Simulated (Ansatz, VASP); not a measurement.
# One calculation of BN, two programs

```xyz
4
Lattice="2.6109 0.0000 0.0000 -1.3055 2.2611 0.0000 0.0000 0.0000 6.0411" Properties=species:S:1:pos:R:3 pbc="T T T"
B     0.0000    1.5074    1.5103
B     1.3055    0.7537    4.5308
N     0.0000    1.5074    4.5308
N     1.3055    0.7537    1.5103
```

Alike in both runs: task single point; functional LDA; k mesh 12 × 12 × 4; occupations gaussian, width 0.05 eV; no spin polarisation.

```csv
,VASP,Ansatz
version,VASP 6.6.1,Ansatz 0.2.0
potentials or method,"VASP PAW LDA potentials, release 64 (B, N), cutoff 520 eV","scalar-relativistic, plane waves, PAW"
valence electrons in the cell,16,16
```

VASP gave:

```
gap on the k mesh at the Fermi level (eV) : 3.74
least direct gap on the mesh (eV)         : 3.94
```

**Question.** Estimate Ansatz's values.

**Answer.** gap on the k mesh at the Fermi level (eV): 3.75; least direct gap on the mesh (eV): 3.94.

Ansatz warns that its potentials were made for another functional, while VASP's fit it. LDA's correlation is that of Perdew and Zunger in VASP and of Perdew and Wang (1992) in Ansatz.
